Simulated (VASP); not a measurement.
# GaN (F-43m) in VASP: notebook

GaN is run at these levels: LDA; tasks: single point.

Everything below comes from runs of VASP 6.6.1. Logs are shortened: lines on timing, memory, paths and dates and some standing lists are left out, and cuts for length are marked.

### Step 1. The cell of the first run

It takes space group F-43m (No. 216, cubic). The conventional cell has a = 4.455 Å, b = 4.455 Å, c = 4.455 Å, α = 90.00°, β = 90.00°, γ = 90.00°. Ga (site symmetry -43m) has 4 N at 1.93 Å within 2.6 Å. N (site symmetry -43m) has 4 Ga at 1.93 Å within 2.6 Å.

### Step 2. Single point, LDA

INCAR

```
PREC     = Accurate       # precision mode
ENCUT    = 1330           # plane-wave cutoff, eV
EDIFF    = 1E-6           # SCF threshold, eV
ISMEAR   = 0              # smearing method
SIGMA    = 0.02           # smearing width, eV
LREAL    = False          # projectors in reciprocal space
LASPH    = True           # aspherical terms in the spheres
NELM     = 120            # most SCF steps
ALGO     = Normal         # electronic algorithm
ISIF     = 2              # what is computed and relaxed
LWAVE    = False          # write WAVECAR
LCHARG   = False          # write CHGCAR
NBANDS   = 26             # bands
GGA_COMPAT= False
```

KPOINTS

```
regular mesh
0
Gamma
  8 6 8
```

POSCAR

```
GaN
1.0
    3.1503047988      0.0000000000      0.0000000000
    0.0000000000      4.4552037582      0.0000000000
    0.0000000000      0.0000000000      3.1503047988
Ga N
2 2
Direct
    0.0000000000      0.0000000000      0.0000000000
    0.5000000000      0.5000000000      0.5000000000
    0.5000000000      0.2500000000      0.0000000000
    0.0000000000      0.7500000000      0.5000000000
```

Potentials or basis: VASP PAW LDA potentials, release 64 (Ga_d, N_h).

Run with:

```console
cat potpaw_LDA.64/Ga_d/POTCAR potpaw_LDA.64/N_h/POTCAR > POTCAR
mpirun -np 1 vasp_std > vasp.out
```

OUTCAR:

```text
PREC = Accurate
   ENCUT = 1330
   EDIFF = 1E-6
   ISMEAR = 0
   LREAL = False
   LASPH = True
   NELM = 120
   ISIF = 2

 ion  position               nearest neighbor table
   1  0.000  0.000  0.000-   3 1.93   4 1.93   4 1.93   3 1.93
   2  0.500  0.500  0.500-   3 1.93   4 1.93   3 1.93   4 1.93
   3  0.500  0.250  0.000-   1 1.93   2 1.93   2 1.93   1 1.93
   4  0.000  0.750  0.500-   1 1.93   2 1.93   1 1.93   2 1.93

  LATTYP: Found a simple tetragonal cell.
 ALAT       =     3.1503047988
 C/A-ratio  =     1.4142135580

  Lattice vectors:

 A1 = (  -3.1503047988,   0.0000000000,   0.0000000000)
 A2 = (   0.0000000000,   0.0000000000,   3.1503047988)
 A3 = (   0.0000000000,   4.4552037582,   0.0000000000)

Analysis of symmetry for initial positions (statically):
=====================================================================
 Subroutine PRICEL returns following result:

  LATTYP: Found a face centered cubic cell.
 ALAT       =     4.4552037651

  Lattice vectors:

 A1 = (  -1.5751523994,   2.2276018791,   1.5751523994)
 A2 = (   0.0000000000,   0.0000000000,   3.1503047988)
 A3 = (   1.5751523994,   2.2276018791,   1.5751523994)

   2 primitive cells build up your supercell.

 Routine SETGRP: Setting up the symmetry group for a
 simple tetragonal supercell.

 Subroutine GETGRP returns: Found  8 space group operations
 (whereof  8 operations were pure point group operations)
 out of a pool of 16 trial point group operations.

The static configuration has the point symmetry D_2d.

Analysis of symmetry for dynamics (positions and initial velocities):
=====================================================================
 Subroutine PRICEL returns following result:

  LATTYP: Found a face centered cubic cell.
 ALAT       =     4.4552037651

  Lattice vectors:

 A1 = (  -1.5751523994,   2.2276018791,   1.5751523994)
 A2 = (   0.0000000000,   0.0000000000,   3.1503047988)
 A3 = (   1.5751523994,   2.2276018791,   1.5751523994)

   2 primitive cells build up your supercell.

 Routine SETGRP: Setting up the symmetry group for a
 simple tetragonal supercell.

 Subroutine GETGRP returns: Found  8 space group operations
 (whereof  8 operations were pure point group operations)
 out of a pool of 16 trial point group operations.

The dynamic configuration has the point symmetry D_2d.

 Subroutine INISYM returns: Found  8 space group operations
 (whereof  8 operations are pure point group operations),
 and found     2 'primitive' translations

----------------------------------------------------------------------------------------

                                     Primitive cell

  volume of cell :      22.1077

  direct lattice vectors                    reciprocal lattice vectors
    -1.575152399  2.227601879  1.575152399    -0.317429602  0.224456625  0.000000000
     0.000000000  0.000000000  3.150304799    -0.000000000 -0.224456625  0.317429602
     1.575152399  2.227601879  1.575152399     0.317429602  0.224456625 -0.000000000

  length of vectors
     3.150304794  3.150304799  3.150304794     0.388770278  0.388770278  0.388770278

  position of ions in fractional coordinates (direct lattice)
     0.000000000  0.000000000  0.000000000
     0.750000000  0.750000000  0.750000000

  ion indices of the primitive-cell ions
   primitive index   ion index
                 1           1
                 2           3

----------------------------------------------------------------------------------------

 KPOINTS: regular mesh

Automatic generation of k-mesh.
 Grid dimensions read from file:
 generate k-points for:    8    6    8

 Generating k-lattice:

  Cartesian coordinates                     Fractional coordinates (reciprocal lattice)
     0.039678700  0.000000000  0.000000000     0.125000000  0.000000000  0.000000000
     0.000000000  0.037409438  0.000000000     0.000000000  0.166666667  0.000000000
     0.000000000  0.000000000  0.039678700     0.000000000  0.000000000  0.125000000

  Length of vectors
     0.039678700  0.037409438  0.039678700

  Shift w.r.t. Gamma in fractional coordinates (k-lattice)
     0.000000000  0.000000000  0.000000000

 Subroutine IBZKPT returns following result:
 ===========================================

 Found     60 irreducible k-points:

 Following reciprocal coordinates:
            Coordinates               Weight
  0.000000  0.000000  0.000000      1.000000
  0.125000  0.000000  0.000000      4.000000
  0.250000  0.000000  0.000000      4.000000
  0.375000  0.000000  0.000000      4.000000
  0.500000  0.000000  0.000000      2.000000
  0.000000  0.166667  0.000000      2.000000
[... 16 lines left out ...]
  0.375000  0.000000  0.125000      8.000000
  0.500000  0.000000  0.125000      4.000000
 [... further k-points ...]
   k-points           NKPTS =     60   k-points in BZ     NKDIM =     60   number of bands    NBANDS=     26
   number of dos      NEDOS =    301   number of ions     NIONS =      4
   total plane-waves  NPLWV =  86400
   dimension x,y,z NGX =    40 NGY =   54 NGZ =   40
   dimension x,y,z NGXF=    80 NGYF=  108 NGZF=   80
   ions per type =               2   2
   NGX,Y,Z   is equivalent  to a cutoff of  21.11, 20.15, 21.11 a.u.
   NGXF,Y,Z  is equivalent  to a cutoff of  42.22, 40.30, 42.22 a.u.
 SYSTEM =  unknown system
   PREC   = accura    normal or accurate (medium, high low for compatibility)
   ISTART =      0    job   : 0-new  1-cont  2-samecut
   ICHARG =      2    charge: 1-file 2-atom 10-const
   ISPIN  =      1    spin polarized calculation?
   LNONCOLLINEAR =      F non collinear calculations
   LSORBIT =      F    spin-orbit coupling
   LASPH  =      T    aspherical Exc in radial PAW
   ENCUT  = 1330.0 eV  97.75 Ry    9.89 a.u.   9.37 13.25  9.37*2*pi/ulx,y,z
   NELM   =    120;   NELMIN=  2; NELMDL= -5     # of ELM steps
   EDIFF  = 0.1E-05   stopping-criterion for ELM
   LREAL  =      F    real-space projection
   EDIFFG = 0.1E-04   stopping-criterion for IOM
   NSW    =      0    number of steps for IOM
   IBRION =     -1    ionic relax: 0-MD 1-quasi-New 2-CG
   NFREE  =      0    steps in history (QN), initial steepest desc. (CG)
   ISIF   =      2    stress and relaxation
   ISYM   =      2    0-nonsym 1-usesym 2-fastsym
   POTIM  = 0.5000    time-step for ionic-motion
   TEBEG  =    0.0;   TEEND  =   0.0 temperature during run
   PSTRESS=    0.0 pullay stress
   NELECT =      36.0000    total number of electrons
   NUPDOWN=      -1.0000    fix difference up-down
   EMIN   =  10.00;   EMAX   =-10.00  energy-range for DOS
   EFERMI =   0.00;   METHOD = LEGACY
   ISMEAR =     0;   SIGMA  =   0.02  broadening in eV -4-tet -1-fermi 0-gaus
   EFERMI_NEDOS =   21; number of points for ismear=-14 and -15
   IALGO  =     38    algorithm
   IMIX   =      4    mixing-type and parameters
     AMIX     =   0.40;   BMIX     =  1.00
     AMIX_MAG =   1.60;   BMIX_MAG =  1.00
  volume/ion in A,a.u.               =      11.05        74.59
  Fermi-wavevector in a.u.,A,eV,Ry     =   1.528685  2.888796 31.795166  2.336879
  Thomas-Fermi vector in A             =   2.636410
   LORBIT       =      0    0 simple, 1 ext, 2 COOP (PROOUT), +10 PAW based schemes
   GGA     = CA    functional components
   LHFCALC =     F    Hartree Fock is set to
   AEXX    =    0.0000 exact exchange contribution
   IVDW    =     0    specifies the selected vdW correction
   LEPSILON=     F    determine dielectric tensor
   LRPA    =     F    only Hartree local field effects (RPA)
 non-spin polarized calculation
 Gauss-broadening in eV      SIGMA  =   0.02
  energy-cutoff  :     1330.00
  volume of cell :       44.22
 maximum number of plane-waves:      4936
 NGX is ok and might be reduce to    40
   NGX = 19   NGY = 27   NGZ = 19

 number of electron      36.0000004 magnetization

 Free energy of the ion-electron system (eV)
  ---------------------------------------------------
  ext. energy  EPLUGINS =         0.00000000
  ---------------------------------------------------
  free energy    TOTEN  =       -27.89412056 eV

  energy without entropy =      -27.89412056  energy(sigma->0) =      -27.89412056

 E-fermi :   5.8689     XC(G=0): -12.3197

 val. band max:        5.7377948353   @ k =   0.0000   0.0000   0.0000
 cond. band min:       7.7135323939   @ k =   0.0000   0.0000   0.0000
 fundamental gap:      1.9757375586
 Fermi energy:         5.8689330061

 k-point     1 :       0.0000    0.0000    0.0000
  band No.  band energies     occupation
      1     -10.3690      2.00000
      2      -9.2186      2.00000
      3      -7.8551      2.00000
      4      -7.8551      2.00000
      5      -7.8551      2.00000
      6      -7.7722      2.00000
[... 18 lines left out ...]
     25      17.4908      0.00000
     26      19.8622      0.00000

 k-point     2 :       0.1250    0.0000    0.0000
  band No.  band energies     occupation
      1     -10.2443      2.00000
      2      -9.2181      2.00000
      3      -7.8418      2.00000
      4      -7.8353      2.00000
      5      -7.8176      2.00000
      6      -7.7549      2.00000
[... 18 lines left out ...]
     25      17.3496      0.00000
     26      19.5089      0.00000

 k-point     3 :       0.2500    0.0000    0.0000
  band No.  band energies     occupation
      1      -9.9287      2.00000
      2      -9.2270      2.00000
      3      -7.8048      2.00000
      4      -7.7945      2.00000
      5      -7.7332      2.00000
      6      -7.6616      2.00000
[... 572 lines left out ...]
 k-point    23 :       0.3750    0.0000    0.1250
  band No.  band energies     occupation
      1      -9.5287      2.00000
      2      -9.2527      2.00000
      3      -7.7416      2.00000
      4      -7.7245      2.00000
      5      -7.7197      2.00000
      6      -7.6486      2.00000
[... 18 lines left out ...]
     25      17.5622      0.00000
     26      17.9042      0.00000

 k-point    24 :       0.5000    0.0000    0.1250
  band No.  band energies     occupation
      1      -9.3397      2.00000
      2      -9.3397      2.00000
      3      -7.7257      2.00000
      4      -7.7257      2.00000
      5      -7.6847      2.00000
      6      -7.6847      2.00000
[... 18 lines left out ...]
     25      17.8382      0.00000
     26      17.8382      0.00000

 [... further k-points ...]

------------------------ aborting loop because EDIFF is reached ----------------------------------------

  FORCE on cell =-STRESS in cart. coord.  units (eV):
  Direction    XX          YY          ZZ          XY          YZ          ZX
  --------------------------------------------------------------------------------------
  -------------------------------------------------------------------------------------
  Total        0.5613758      0.5593930      0.5613758      0.0000000      0.0000000      0.0000000
  in kB       20.3419023     20.2700530     20.3419023      0.0000000      0.0000000      0.0000000
  external PRESSURE =      20.3179526 kB  Pullay stress =       0.0000000 kB

 VOLUME and BASIS-vectors are now :
 -----------------------------------------------------------------------------
  energy-cutoff  :     1330.00
  volume of cell :       44.22
      direct lattice vectors                 reciprocal lattice vectors
     3.150304799  0.000000000  0.000000000     0.317429602  0.000000000  0.000000000
     0.000000000  4.455203758  0.000000000     0.000000000  0.224456625  0.000000000
     0.000000000  0.000000000  3.150304799     0.000000000  0.000000000  0.317429602

 POSITION                                       TOTAL-FORCE (eV/Angst)
 -----------------------------------------------------------------------------------
      0.00000      0.00000      0.00000        -0.000000      0.000000      0.000000
      1.57515      2.22760      1.57515         0.000000      0.000000     -0.000000
      1.57515      1.11380      0.00000        -0.000000     -0.000000      0.000000
      0.00000      3.34140      1.57515        -0.000000     -0.000000     -0.000000
 -----------------------------------------------------------------------------------
    total drift:                                0.000000      0.000000     -0.000000

  FREE ENERGIE OF THE ION-ELECTRON SYSTEM (eV)
  ---------------------------------------------------
  free  energy   TOTEN  =       -27.8941205623 eV

  energy  without entropy=      -27.8941205623  energy(sigma->0) =      -27.89412056
```

It took 3.9 min on 1 thread of Intel Xeon Platinum 8375C at 2.90GHz (Ice Lake), shared host; peak memory 0.38 GiB.

What came out:

```
Free energy            : -27.8941 eV
Pressure               : 2.0 GPa
Band gap on the k mesh : 1.98 eV
```

Levels at points of the mesh, in eV from the valence-band top:
```csv
k point,band 16,band 17,band 18,band 19,band 20,band 21
"(0.00, 0.00, 0.00)",0.00,0.00,0.00,1.98,3.26,6.69
"(0.50, 0.00, 0.00)",-3.44,-1.09,-1.09,6.66,6.66,7.49
"(0.00, 0.50, 0.00)",-1.57,-1.57,-1.57,4.64,4.64,7.46
"(0.50, 0.50, 0.00)",-1.02,-1.02,-1.02,4.79,4.79,8.77
"(0.50, 0.00, 0.50)",-2.86,-2.86,-2.86,3.26,3.26,6.69
"(0.50, 0.50, 0.50)",-3.90,-3.87,-3.87,6.19,6.19,8.59
```

### Step 3. Single point, LDA

INCAR

```
SYSTEM = GaN
ALGO = Normal ; EDIFF = 1E-6
ENCUT = 1330 ; GGA = CA
GGA_COMPAT = .FALSE. ; ISIF = 2
ISMEAR = 0 ; LASPH = .TRUE.
LCHARG = .FALSE. ; LREAL = .FALSE.
LWAVE = .FALSE. ; NBANDS = 26
NELM = 120 ; PREC = Accurate
SIGMA = 0.02
```

KPOINTS

```
k-points
0
G
  8 6 8
  0 0 0
```

POSCAR is that of step 2.

Potentials or basis: VASP PAW LDA potentials, release 64 (Ga_d, N_h).

Run with:

```console
cat potpaw_LDA.64/Ga_d/POTCAR potpaw_LDA.64/N_h/POTCAR > POTCAR
mpirun -np 1 vasp_std > vasp.out
```

It took 2.7 min on 1 thread of Intel Xeon Platinum 8375C at 2.90GHz (Ice Lake), shared host; peak memory 0.38 GiB.

Results (log left out):

- Free energy: -27.8941 eV
- Pressure: 2.0 GPa
- Band gap on the k mesh: 1.98 eV

Levels at points of the mesh, in eV from the valence-band top:
```csv
k point,band 15,band 16,band 17,band 18,band 19,band 20,band 21,band 22
"(0.00, 0.00, 0.00)",-2.86,0.00,0.00,0.00,1.98,3.26,6.69,10.33
"(0.50, 0.00, 0.00)",-3.44,-3.44,-1.09,-1.09,6.66,6.66,7.49,7.49
"(0.00, 0.50, 0.00)",-1.57,-1.57,-1.57,-1.57,4.64,4.64,7.46,7.46
"(0.50, 0.50, 0.00)",-1.02,-1.02,-1.02,-1.02,4.79,4.79,8.77,8.77
"(0.50, 0.00, 0.50)",-2.86,-2.86,-2.86,-2.86,3.26,3.26,6.69,6.69
"(0.50, 0.50, 0.50)",-3.90,-3.90,-3.87,-3.87,6.19,6.19,8.59,8.59
```
